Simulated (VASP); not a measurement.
# Sr5P2 (Immm) in VASP: relaxation of cell and atoms with PBE

Aim: the relaxation of cell and atoms of Sr5P2 with PBE.

All numbers are computed with VASP 6.6.1; they aren't measurements. Logs are shortened: lines on timing, memory, paths and dates and some standing lists are left out, and cuts for length are marked.

## Step 1: The cell of the first run

It takes space group Immm (No. 71, orthorhombic). Conventional cell: a = 6.688 Å, b = 6.940 Å, c = 8.708 Å, α = 90.00°, β = 90.00°, γ = 90.00°. Sr (site symmetry -1) has 8 Sr at 3.25 to 4.35 Å and 4 P at 3.25 Å within 4.4 Å. Within 4.4 Å of Sr (site symmetry mmm) lie 8 Sr at 3.25 Å and 4 P at 3.34 to 4.35 Å. Within 4.3 Å of P (site symmetry mmm) lie 10 Sr at 3.25 to 3.34 Å and 2 P at 3.47 Å. P (site symmetry mmm) has 10 Sr at 3.25 to 4.35 Å and 2 P at 3.47 Å within 4.4 Å.

The cell was generated, and may not be a known phase.

## Step 2: Relaxation of cell and atoms, PBE

The input, INCAR:

```
PREC = Accurate
ENCUT = 600
EDIFF = 1E-7
ISMEAR = 0
SIGMA = 0.1
LREAL = F
LASPH = T
NELM = 100
ALGO = Normal
ISIF = 3
LWAVE = F
LCHARG = F
GGA = PE
IBRION = 2
NSW = 90
EDIFFG = -0.04
```

The input, KPOINTS:

```
Automatic mesh
0
Gamma
  4 4 4
```

The input, POSCAR:

```
Sr5P2
1.0
   -3.3438597400      3.4700244400      4.3538117600
    3.3438597400     -3.4700244400      4.3538117600
    3.3438597400      3.4700244400     -4.3538117600
Sr P
5 2
Direct
    0.0000000000      0.0000000000      0.5000000000
    0.5000000000      0.5000000000      0.5000000000
    0.0000000000      0.5000000000      0.0000000000
    0.5000000000      0.0000000000      0.0000000000
    0.5000000000      0.5000000000      0.0000000000
    0.5000000000      0.0000000000      0.5000000000
    0.0000000000      0.0000000000      0.0000000000
```

Potentials or basis: VASP PAW PBE potentials, release 64 (Sr_sv, P).

Run with:

```sh
$ cat potpaw_PBE.64/Sr_sv/POTCAR potpaw_PBE.64/P/POTCAR > POTCAR
$ mpirun -np 1 vasp_std > vasp.out
```

OUTCAR:

```text
PREC = Accurate
   ENCUT = 600
   EDIFF = 1E-7
   ISMEAR = 0
   LREAL = F
   LASPH = T
   NELM = 100
   ISIF = 3
   GGA = PE
   IBRION = 2
   NSW = 90
   EDIFFG = -0.04

 ion  position               nearest neighbor table
   1  0.000  0.000  0.500-   5 3.25   6 3.25   7 3.25   7 3.25   6 3.25   5 3.25   3 3.34   3 3.34
                             4 3.47   4 3.47   2 4.35   2 4.35   2 4.82   2 4.82   2 4.82   2 4.82
   2  0.500  0.500  0.500-   5 3.25   6 3.25   7 3.25   5 3.25   6 3.25   7 3.25   4 3.34   4 3.34
                             3 3.47   3 3.47   1 4.35   1 4.35   1 4.82   1 4.82   1 4.82   1 4.82
   3  0.000  0.500  0.000-   5 3.25   6 3.25   7 3.25   7 3.25   5 3.25   6 3.25   1 3.34   1 3.34
                             2 3.47   2 3.47   4 4.35   4 4.35   4 4.82   4 4.82   4 4.82   4 4.82
   4  0.500  0.000  0.000-   5 3.25   6 3.25   7 3.25   6 3.25   5 3.25   7 3.25   2 3.34   2 3.34
                             1 3.47   1 3.47   3 4.35   3 4.35   3 4.82   3 4.82   3 4.82   3 4.82
   5  0.500  0.500  0.000-   1 3.25   2 3.25   3 3.25   4 3.25   2 3.25   4 3.25   3 3.25   1 3.25
                             6 3.34   6 3.34
   6  0.500  0.000  0.500-   1 3.25   2 3.25   3 3.25   4 3.25   4 3.25   2 3.25   1 3.25   3 3.25
                             5 3.34   5 3.34
   7  0.000  0.000  0.000-   1 3.25   2 3.25   3 3.25   4 3.25   1 3.25   3 3.25   4 3.25   2 3.25

  LATTYP: Found a body centered orthorhombic cell.
 ALAT       =     6.6877194800
 B/A-ratio  =     1.0377302608
 C/A-ratio  =     1.3020318131

  Lattice vectors:

 A1 = (  -3.3438597400,   3.4700244400,   4.3538117600)
 A2 = (   3.3438597400,  -3.4700244400,   4.3538117600)
 A3 = (   3.3438597400,   3.4700244400,  -4.3538117600)

Analysis of symmetry for initial positions (statically):
=====================================================================
 Subroutine PRICEL returns:
 Original cell was already a primitive cell.

 Routine SETGRP: Setting up the symmetry group for a
 body centered orthorhombic supercell.

 Subroutine GETGRP returns: Found  8 space group operations
 (whereof  8 operations were pure point group operations)
 out of a pool of  8 trial point group operations.

The static configuration has the point symmetry D_2h.

Analysis of symmetry for dynamics (positions and initial velocities):
=====================================================================
 Subroutine PRICEL returns:
 Original cell was already a primitive cell.

 Routine SETGRP: Setting up the symmetry group for a
 body centered orthorhombic supercell.

 Subroutine GETGRP returns: Found  8 space group operations
 (whereof  8 operations were pure point group operations)
 out of a pool of  8 trial point group operations.

The dynamic configuration has the point symmetry D_2h.

 Subroutine INISYM returns: Found  8 space group operations
 (whereof  8 operations are pure point group operations),
 and found     1 'primitive' translations

----------------------------------------------------------------------------------------

                                     Primitive cell

  volume of cell :     202.0739

  direct lattice vectors                    reciprocal lattice vectors
    -3.343859740  3.470024440  4.353811760     0.000000000  0.144091204  0.114841897
     3.343859740 -3.470024440  4.353811760     0.149527803  0.000000000  0.114841897
     3.343859740  3.470024440 -4.353811760     0.149527803  0.144091204  0.000000000

  length of vectors
     6.494470295  6.494470295  6.494470295     0.184257799  0.188539717  0.207655578

  position of ions in fractional coordinates (direct lattice)
     0.000000000  0.000000000  0.500000000
     0.500000000  0.500000000  0.500000000
     0.000000000  0.500000000  0.000000000
     0.500000000  0.000000000  0.000000000
     0.500000000  0.500000000  0.000000000
     0.500000000  0.000000000  0.500000000
     0.000000000  0.000000000  0.000000000

  ion indices of the primitive-cell ions
   primitive index   ion index
                 1           1
                 2           2
                 3           3
                 4           4
                 5           5
                 6           6
                 7           7

----------------------------------------------------------------------------------------

 KPOINTS: Automatic mesh

Automatic generation of k-mesh.
 Grid dimensions read from file:
 generate k-points for:    4    4    4

 Generating k-lattice:

  Cartesian coordinates                     Fractional coordinates (reciprocal lattice)
     0.000000000  0.036022801  0.028710474     0.250000000  0.000000000  0.000000000
     0.037381951  0.000000000  0.028710474     0.000000000  0.250000000  0.000000000
     0.037381951  0.036022801  0.000000000     0.000000000  0.000000000  0.250000000

  Length of vectors
     0.046064450  0.047134929  0.051913894

  Shift w.r.t. Gamma in fractional coordinates (k-lattice)
     0.000000000  0.000000000  0.000000000

 Subroutine IBZKPT returns following result:
 ===========================================

 Found     18 irreducible k-points:

 Following reciprocal coordinates:
            Coordinates               Weight
  0.000000  0.000000  0.000000      1.000000
  0.250000  0.000000  0.000000      4.000000
  0.500000  0.000000  0.000000      2.000000
  0.000000  0.250000  0.000000      4.000000
  0.250000  0.250000  0.000000      8.000000
  0.500000  0.250000  0.000000      8.000000
[... 10 lines left out ...]
 -0.250000 -0.250000  0.250000      2.000000
  0.500000  0.500000  0.500000      1.000000
   k-points           NKPTS =     18   k-points in BZ     NKDIM =     18   number of bands    NBANDS=     36
   number of dos      NEDOS =    301   number of ions     NIONS =      7
   total plane-waves  NPLWV = 157464
   dimension x,y,z NGX =    54 NGY =   54 NGZ =   54
   dimension x,y,z NGXF=   108 NGYF=  108 NGZF=  108
   ions per type =               5   2
   NGX,Y,Z   is equivalent  to a cutoff of  13.82, 13.82, 13.82 a.u.
   NGXF,Y,Z  is equivalent  to a cutoff of  27.65, 27.65, 27.65 a.u.
 SYSTEM =  unknown system
   PREC   = accura    normal or accurate (medium, high low for compatibility)
   ISTART =      0    job   : 0-new  1-cont  2-samecut
   ICHARG =      2    charge: 1-file 2-atom 10-const
   ISPIN  =      1    spin polarized calculation?
   LNONCOLLINEAR =      F non collinear calculations
   LSORBIT =      F    spin-orbit coupling
   LASPH  =      T    aspherical Exc in radial PAW
   ENCUT  =  600.0 eV  44.10 Ry    6.64 a.u.  12.97 12.97 12.97*2*pi/ulx,y,z
   NELM   =    100;   NELMIN=  2; NELMDL= -5     # of ELM steps
   EDIFF  = 0.1E-06   stopping-criterion for ELM
   LREAL  =      F    real-space projection
   EDIFFG = -.4E-01   stopping-criterion for IOM
   NSW    =     90    number of steps for IOM
   IBRION =      2    ionic relax: 0-MD 1-quasi-New 2-CG
   NFREE  =      1    steps in history (QN), initial steepest desc. (CG)
   ISIF   =      3    stress and relaxation
   ISYM   =      2    0-nonsym 1-usesym 2-fastsym
   POTIM  = 0.5000    time-step for ionic-motion
   TEBEG  =    0.0;   TEEND  =   0.0 temperature during run
   PSTRESS=    0.0 pullay stress
   NELECT =      60.0000    total number of electrons
   NUPDOWN=      -1.0000    fix difference up-down
   EMIN   =  10.00;   EMAX   =-10.00  energy-range for DOS
   EFERMI =   0.00;   METHOD = LEGACY
   ISMEAR =     0;   SIGMA  =   0.10  broadening in eV -4-tet -1-fermi 0-gaus
   EFERMI_NEDOS =   21; number of points for ismear=-14 and -15
   IALGO  =     38    algorithm
   IMIX   =      4    mixing-type and parameters
     AMIX     =   0.40;   BMIX     =  1.00
     AMIX_MAG =   1.60;   BMIX_MAG =  1.00
  volume/ion in A,a.u.               =      28.87       194.81
  Fermi-wavevector in a.u.,A,eV,Ry     =   1.092166  2.063894 16.229380  1.192826
  Thomas-Fermi vector in A             =   2.228426
   LORBIT       =      0    0 simple, 1 ext, 2 COOP (PROOUT), +10 PAW based schemes
   GGA     = PE    functional components
   LHFCALC =     F    Hartree Fock is set to
   AEXX    =    0.0000 exact exchange contribution
   IVDW    =     0    specifies the selected vdW correction
   LEPSILON=     F    determine dielectric tensor
   LRPA    =     F    only Hartree local field effects (RPA)
 conjugate gradient relaxation of ions
 non-spin polarized calculation
 Gauss-broadening in eV      SIGMA  =   0.10
  energy-cutoff  :      600.00
  volume of cell :      202.07
 maximum number of plane-waves:      6774
 NGX is ok and might be reduce to    54
   NGX = 25   NGY = 25   NGZ = 25

--------------------------------------- Ionic step        1  -------------------------------------------

 number of electron      60.0000000 magnetization

 Free energy of the ion-electron system (eV)
  ---------------------------------------------------
  ext. energy  EPLUGINS =         0.00000000
  ---------------------------------------------------
  free energy    TOTEN  =       -18.27407574 eV

  energy without entropy =      -18.24976002  energy(sigma->0) =      -18.26191788

 E-fermi :   4.1299     XC(G=0):  -9.2036

 val. band max:        4.1123683369   @ k =   0.2500   0.0000   0.0000
 cond. band min:       4.1679492263   @ k =   0.2500   0.5000   0.0000
 fundamental gap:      0.0555808894
 Fermi energy:         4.1299035594

 k-point     1 :       0.0000    0.0000    0.0000
  band No.  band energies     occupation
      1     -32.1263      2.00000
      2     -31.8647      2.00000
      3     -31.8417      2.00000
      4     -31.8330      2.00000
      5     -31.7729      2.00000
      6     -15.1548      2.00000
[... 1016 lines left out ...]
  energy  without entropy=      -21.0507349381  energy(sigma->0) =      -21.06639346

--------------------------------------- Ionic step        9  -------------------------------------------

 number of electron      59.9999998 magnetization

 Free energy of the ion-electron system (eV)
  ---------------------------------------------------
  ext. energy  EPLUGINS =         0.00000000
  ---------------------------------------------------
  free energy    TOTEN  =       -21.08249115 eV

  energy without entropy =      -21.05036321  energy(sigma->0) =      -21.06642718

 E-fermi :   3.0765     XC(G=0):  -8.4360

 val. band max:        3.0562383074   @ k =   0.0000   0.5000   0.0000
 cond. band min:       3.0934699029   @ k =   0.0000   0.2500   0.0000
 fundamental gap:      0.0372315955
 Fermi energy:         3.0764987190

 k-point     1 :       0.0000    0.0000    0.0000
  band No.  band energies     occupation
      1     -33.2702      2.00000
      2     -33.1435      2.00000
      3     -33.1410      2.00000
      4     -33.1272      2.00000
      5     -33.1097      2.00000
      6     -15.8352      2.00000
[... 725 lines left out ...]
  FREE ENERGIE OF THE ION-ELECTRON SYSTEM (eV)
  ---------------------------------------------------
  free  energy   TOTEN  =       -21.0824911485 eV

  energy  without entropy=      -21.0503632137  energy(sigma->0) =      -21.06642718

 reached required accuracy - stopping structural energy minimisation
```

Wall time 53 min (1 thread of Intel Xeon 8259CL, shared host); peak memory 0.47 GiB.

What came out:

| Item | Value |
| --- | --- |
| Free energy | -21.0825 eV |
| Relaxed volume | 34.77 Å³/atom |
| Relaxed cell | a = 6.891 Å, b = 6.891 Å, c = 6.891 Å, α = 116.21°, β = 97.09°, γ = 115.78° |
| Space group after relaxing (to 0.1 Å) | I4/mmm (No. 139) |
| Energy gained by relaxing | 401.2 meV/atom |
| Ionic steps | 9 |
| Pressure after relaxing | 0.0 GPa |
| Band gap on the k mesh | zero (bands 30 and 31 overlap by 0.79 eV) |

Stress tensor (GPa, compression positive):
```
 0.18  0.00  0.00
 0.00 -0.01  0.00
 0.00  0.00 -0.09
```

The path:
```csv
step,energy change (eV),largest force (eV/Å),pressure (GPa),volume (Å³)
1,0.0000,0.0000,5.84,202.07
2,-1.1469,0.0000,1.21,234.06
3,-1.5361,0.0000,-1.56,267.39
4,-2.3060,0.0000,-1.60,265.96
5,-2.6944,0.0000,-1.39,262.47
6,-2.7302,0.0000,-1.28,260.69
7,-2.7279,0.0000,-1.31,261.15
8,-2.8080,0.0000,-0.08,244.61
9,-2.8084,0.0000,0.02,243.37
```

Final structure:
```xyz
7
Lattice="-3.6409 4.5621 3.6631 3.6409 -4.5621 3.6631 3.6409 4.5621 -3.6631" Properties=species:S:1:pos:R:3 pbc="T T T"
Sr    1.8204    2.2810   -1.8315
Sr    1.8204    2.2810    1.8315
Sr    1.8204   -2.2810    1.8315
Sr   -1.8204    2.2810    1.8315
Sr    0.0000    0.0000    3.6631
P     0.0000    4.5621    0.0000
P     0.0000    0.0000    0.0000
```

Caveat: the volume moved by over 15 % at a fixed basis, so the end points are rough.

The gap in the log of VASP goes by the Fermi energy; the results here count the filled bands.